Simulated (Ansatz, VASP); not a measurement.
## Cs2PdI6: VASP beside Ansatz

```
Cs Pd I
1.0
     0.00000    5.66600    5.66600
     5.66600    0.00000    5.66600
     5.66600    5.66600    0.00000
Cs Pd I
2 1 6
Direct
  0.25000 0.25000 0.25000
  0.75000 0.75000 0.75000
  0.00000 0.00000 0.00000
  0.75500 0.24500 0.24500
  0.24500 0.75500 0.75500
  0.24500 0.75500 0.24500
  0.75500 0.24500 0.75500
  0.24500 0.24500 0.75500
  0.75500 0.75500 0.24500
```

Alike in both runs: task single point; functional LDA; k mesh 3 × 3 × 3; occupations gaussian, width 0.05 eV; collinear spin.

|  | VASP | Ansatz |
| --- | --- | --- |
| version | VASP 6.6.1 | Ansatz 0.2.0 |
| potentials or method | VASP PAW LDA potentials, release 64 (Cs_sv, Pd, I), cutoff 520 eV | scalar-relativistic, plane waves, PAW |
| valence electrons in the cell | 70 | 138 |

```csv
,VASP,Ansatz,Ansatz less VASP
gap on the k mesh at the Fermi level (eV),0.03,0.04,+0.005
least direct gap on the mesh (eV),0.06,0.07,+0.002
pressure (GPa),-2.8,-2.8,-0.03
rms of the force components (eV/Å),0.315,0.317,+0.0023
net moment per atom (μB),0.00,0.00,0.000
```

LDA's correlation is that of Perdew and Zunger in VASP and of Perdew and Wang (1992) in Ansatz. Atom by atom the forces differ by 0.002 eV/Å (rms over components). VASP's potentials hold 70 valence electrons a cell and Ansatz's 138, so a difference there can come from the potentials and not from the codes. Ansatz's warnings: seeded moment not kept.

Spin-orbit coupling is off throughout.
